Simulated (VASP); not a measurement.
# AlN (P2_1) in VASP: a series of runs

The runs below take AlN through single point, with PBE.

Everything below comes from runs of VASP 6.6.1. Logs are shortened: lines on timing, memory, paths and dates and some standing lists are left out, and cuts for length are marked.

### Step 1. The cell of the first run

Symmetry: P2_1, No. 4, monoclinic system. The conventional cell has a = 3.182 Å, b = 5.101 Å, c = 3.182 Å, α = 90.00°, β = 120.00°, γ = 90.00°. Al (site symmetry 1) has 4 N at 1.93 to 1.95 Å within 2.6 Å. Within 2.6 Å of N (site symmetry 1) lie 4 Al at 1.93 to 1.95 Å.

### Step 2. Single point, PBE (atoms displaced along a vibrational mode, the cell strained)

INCAR

```
ALGO = Normal ; EDIFF = 1E-7
ENCUT = 520 ; GGA = PE
ISIF = 2 ; ISMEAR = 0
LASPH = T ; LCHARG = F
LREAL = F ; LWAVE = F
NBANDS = 16 ; NELM = 60
PREC = Accurate ; SIGMA = 0.05
```

KPOINTS

```
k-points
0
Gamma
  9 9 6
```

POSCAR

```
AlN
1.0
    3.1821581281      0.0000000000      0.0000000000
   -1.5910790640      2.7558297778      0.0000000000
    0.0000000000      0.0000000000      5.1007394676
Al N
2 2
Direct
    0.3145786745      0.6666666667      0.0017290859
    0.6854213255      0.3333333333      0.5017290859
    0.3499209514      0.6666666667      0.3832709141
    0.6500790486      0.3333333333      0.8832709141
```

Potentials or basis: VASP PAW PBE potentials, release 64 (Al, N).

Run with:

```bash
cat potpaw_PBE.64/Al/POTCAR potpaw_PBE.64/N/POTCAR > POTCAR
mpirun -np 1 vasp_std > vasp.out
```

OUTCAR:

```text
EDIFF = 1E-7
   ENCUT = 520
   GGA = PE
   ISIF = 2
   ISMEAR = 0
   LASPH = T
   LREAL = F
   NELM = 60
   PREC = Accurate

 ion  position               nearest neighbor table
   1  0.315  0.667  0.002-   4 1.93   4 1.93   4 1.94   3 1.95   2 3.08   2 3.08   2 3.15   2 3.15
                             2 3.21   2 3.21
   2  0.685  0.333  0.502-   3 1.93   3 1.93   3 1.94   4 1.95   1 3.08   1 3.08   1 3.15   1 3.15
                             1 3.21   1 3.21
   3  0.350  0.667  0.383-   2 1.93   2 1.93   2 1.94   1 1.95
   4  0.650  0.333  0.883-   1 1.93   1 1.93   1 1.94   2 1.95

  LATTYP: Found a hexagonal cell.
 ALAT       =     3.1821581281
 C/A-ratio  =     1.6029182908

  Lattice vectors:

 A1 = (   3.1821581281,   0.0000000000,   0.0000000000)
 A2 = (  -1.5910790640,   2.7558297778,   0.0000000000)
 A3 = (   0.0000000000,   0.0000000000,   5.1007394676)

Analysis of symmetry for initial positions (statically):
=====================================================================
 Subroutine PRICEL returns:
 Original cell was already a primitive cell.

 Routine SETGRP: Setting up the symmetry group for a
 hexagonal supercell.

 Subroutine GETGRP returns: Found  2 space group operations
 (whereof  1 operations were pure point group operations)
 out of a pool of 24 trial point group operations.

The static configuration has the point symmetry C_1 .
 The point group associated with its full space group is C_2 .

Analysis of symmetry for dynamics (positions and initial velocities):
=====================================================================
 Subroutine PRICEL returns:
 Original cell was already a primitive cell.

 Routine SETGRP: Setting up the symmetry group for a
 hexagonal supercell.

 Subroutine GETGRP returns: Found  2 space group operations
 (whereof  1 operations were pure point group operations)
 out of a pool of 24 trial point group operations.

The dynamic configuration has the point symmetry C_1 .
 The point group associated with its full space group is C_2 .

 Subroutine INISYM returns: Found  2 space group operations
 (whereof  1 operations are pure point group operations),
 and found     1 'primitive' translations

----------------------------------------------------------------------------------------

                                     Primitive cell

  volume of cell :      44.7309

[... 87 lines left out ...]
   LNONCOLLINEAR =      F non collinear calculations
   LSORBIT =      F    spin-orbit coupling
   LASPH  =      T    aspherical Exc in radial PAW
   ENCUT  =  520.0 eV  38.22 Ry    6.18 a.u.   5.92  5.92  9.48*2*pi/ulx,y,z
   NELM   =     60;   NELMIN=  2; NELMDL= -5     # of ELM steps
   EDIFF  = 0.1E-06   stopping-criterion for ELM
   LREAL  =      F    real-space projection
   EDIFFG = 0.1E-05   stopping-criterion for IOM
   NSW    =      0    number of steps for IOM
   IBRION =     -1    ionic relax: 0-MD 1-quasi-New 2-CG
   NFREE  =      0    steps in history (QN), initial steepest desc. (CG)
   ISIF   =      2    stress and relaxation
   ISYM   =      2    0-nonsym 1-usesym 2-fastsym
   POTIM  = 0.5000    time-step for ionic-motion
   TEBEG  =    0.0;   TEEND  =   0.0 temperature during run
   PSTRESS=    0.0 pullay stress
   NELECT =      16.0000    total number of electrons
   NUPDOWN=      -1.0000    fix difference up-down
   EMIN   =  10.00;   EMAX   =-10.00  energy-range for DOS
   EFERMI =   0.00;   METHOD = LEGACY
   ISMEAR =     0;   SIGMA  =   0.05  broadening in eV -4-tet -1-fermi 0-gaus
   EFERMI_NEDOS =   21; number of points for ismear=-14 and -15
   IALGO  =     38    algorithm
   IMIX   =      4    mixing-type and parameters
     AMIX     =   0.40;   BMIX     =  1.00
     AMIX_MAG =   1.60;   BMIX_MAG =  1.00
  volume/ion in A,a.u.               =      11.18        75.46
  Fermi-wavevector in a.u.,A,eV,Ry     =   1.162106  2.196062 18.374536  1.350490
  Thomas-Fermi vector in A             =   2.298671
   LORBIT       =      0    0 simple, 1 ext, 2 COOP (PROOUT), +10 PAW based schemes
   GGA     = PE    functional components
   LHFCALC =     F    Hartree Fock is set to
   AEXX    =    0.0000 exact exchange contribution
   IVDW    =     0    specifies the selected vdW correction
   LEPSILON=     F    determine dielectric tensor
   LRPA    =     F    only Hartree local field effects (RPA)
 non-spin polarized calculation
 Gauss-broadening in eV      SIGMA  =   0.05
  energy-cutoff  :      520.00
  volume of cell :       44.73
 maximum number of plane-waves:      1226
   NGX = 11   NGY = 11   NGZ = 19

 number of electron      16.0000001 magnetization

 Free energy of the ion-electron system (eV)
  ---------------------------------------------------
  ext. energy  EPLUGINS =         0.00000000
  ---------------------------------------------------
  free energy    TOTEN  =       -29.68943725 eV

  energy without entropy =      -29.68943725  energy(sigma->0) =      -29.68943725

 E-fermi :   5.7818     XC(G=0): -10.6177

 val. band max:        5.5299914970   @ k =   0.0000   0.0000   0.0000
 cond. band min:       9.1112825274   @ k =   0.0000   0.0000   0.0000
 fundamental gap:      3.5812910304
 Fermi energy:         5.7817907201

 k-point     1 :       0.0000    0.0000    0.0000
  band No.  band energies     occupation
      1      -9.2709      2.00000
      2      -7.3324      2.00000
      3      -0.1777      2.00000
      4       4.6696      2.00000
      5       4.7070      2.00000
      6       5.2325      2.00000
[... 433 lines left out ...]
      3       0.8332      2.00000
      4       1.7950      2.00000
      5       1.9485      2.00000
      6       3.2358      2.00000
[... 8 lines left out ...]
     15      17.3729      0.00000
     16      19.4457      0.00000

 [... further k-points ...]
[... 5 lines left out ...]
  --------------------------------------------------------------------------------------
  -------------------------------------------------------------------------------------
  Total       -2.6311541     -2.5451190     -2.3475819     -0.0906445      0.0000000      0.0000000
  in kB      -94.2431032    -91.1614852    -84.0860700     -3.2467185      0.0000000      0.0000000
  external PRESSURE =     -89.8302195 kB  Pullay stress =       0.0000000 kB

 VOLUME and BASIS-vectors are now :
 -----------------------------------------------------------------------------
  energy-cutoff  :      520.00
  volume of cell :       44.73
      direct lattice vectors                 reciprocal lattice vectors
     3.182158128  0.000000000  0.000000000     0.314252140  0.181433557  0.000000000
    -1.591079064  2.755829778  0.000000000     0.000000000  0.362867115  0.000000000
     0.000000000  0.000000000  5.100739468     0.000000000  0.000000000  0.196050005

 POSITION                                       TOTAL-FORCE (eV/Angst)
 -----------------------------------------------------------------------------------
     -0.05968      1.83722      0.00882         0.320127      0.014329      0.032308
      1.65076      0.91861      2.55919        -0.320127     -0.014329      0.032308
      0.05278      1.83722      1.95497        -0.168958      0.005952     -0.032308
      1.53829      0.91861      4.50533         0.168958     -0.005952     -0.032308
 -----------------------------------------------------------------------------------
    total drift:                               -0.000000      0.000000      0.000067

  FREE ENERGIE OF THE ION-ELECTRON SYSTEM (eV)
  ---------------------------------------------------
  free  energy   TOTEN  =       -29.6894372472 eV

  energy  without entropy=      -29.6894372472  energy(sigma->0) =      -29.68943725
```

It took 2.2 min on 1 thread of Intel Xeon 8259CL, shared host; peak memory 0.22 GiB.

Results:

```
Free energy            : -29.6894 eV
Pressure               : -9.0 GPa
Largest force          : 0.322 eV/Å
Band gap on the k mesh : 3.58 eV
```

Forces in eV/Å, atoms in the order of the input:
```
Al   0.320  0.014  0.032
Al  -0.320 -0.014  0.032
N   -0.169  0.006 -0.032
N    0.169 -0.006 -0.032
```

Levels at points of the mesh, in eV from the valence-band top:
| k point | band 5 | band 6 | band 7 | band 8 | band 9 | band 10 | band 11 | band 12 |
| --- | --- | --- | --- | --- | --- | --- | --- | --- |
| (0.00, 0.00, 0.00) | -0.82 | -0.30 | -0.13 | 0.00 | 3.58 | 6.06 | 9.99 | 10.44 |
| (0.00, 0.00, 0.50) | -0.56 | -0.56 | -0.51 | -0.51 | 5.85 | 5.85 | 9.74 | 9.74 |

Caveat: the cell differs from its parent crystal (atoms displaced along a vibrational mode, the cell strained); the cell stands under tension.

### Step 3. Single point, PBE (atoms displaced along a vibrational mode, the cell strained)

INCAR

```
PREC = Accurate ; ENCUT = 520
EDIFF = 1E-6 ; ISMEAR = 0
SIGMA = 0.05 ; LREAL = F
LASPH = T ; NELM = 100
ALGO = Normal ; ISIF = 2
LWAVE = F ; LCHARG = F
GGA = PE ; NBANDS = 16
```

KPOINTS

```
regular mesh
0
Gamma
  9 9 6
```

POSCAR

```
AlN
1.0
    3.2081362066      0.0000000000      0.0000000000
   -1.6040681033      2.7783274538      0.0000000000
    0.0000000000      0.0000000000      5.1423802048
Al N
2 2
Direct
    0.3239719789      0.6666666667      0.0017290859
    0.6760280211      0.3333333333      0.5017290859
    0.3416130132      0.6666666667      0.3832709141
    0.6583869868      0.3333333333      0.8832709141
```

Potentials or basis: VASP PAW PBE potentials, release 64 (Al, N).

Run with:

```bash
cat potpaw_PBE.64/Al/POTCAR potpaw_PBE.64/N/POTCAR > POTCAR
mpirun -np 1 vasp_std > vasp.out
```

Wall time 2 min (1 thread of Intel Xeon 8259CL, shared host); peak memory 0.23 GiB.

Results (log left out):

- Free energy: -29.6365 eV
- Pressure: -12.6 GPa
- Largest force: 0.161 eV/Å
- Band gap on the k mesh: 3.41 eV

Forces in eV/Å, atoms in the order of the input:
```
Al   0.158  0.003  0.027
Al  -0.158 -0.003  0.027
N   -0.088  0.001 -0.027
N    0.088 -0.001 -0.027
```

Stress tensor (GPa, compression positive):
```
-12.94  -0.18   0.00
 -0.18 -12.87   0.00
  0.00   0.00 -11.95
```

Levels at points of the mesh, in eV from the valence-band top:
| k point | band 5 | band 6 | band 7 | band 8 | band 9 | band 10 | band 11 | band 12 |
| --- | --- | --- | --- | --- | --- | --- | --- | --- |
| (0.00, 0.00, 0.00) | -0.81 | -0.23 | -0.15 | 0.00 | 3.41 | 5.88 | 9.86 | 10.38 |
| (0.00, 0.00, 0.50) | -0.53 | -0.53 | -0.50 | -0.50 | 5.68 | 5.68 | 9.57 | 9.57 |

Caveat: the cell differs from its parent crystal (atoms displaced along a vibrational mode, the cell strained); the cell stands under tension.
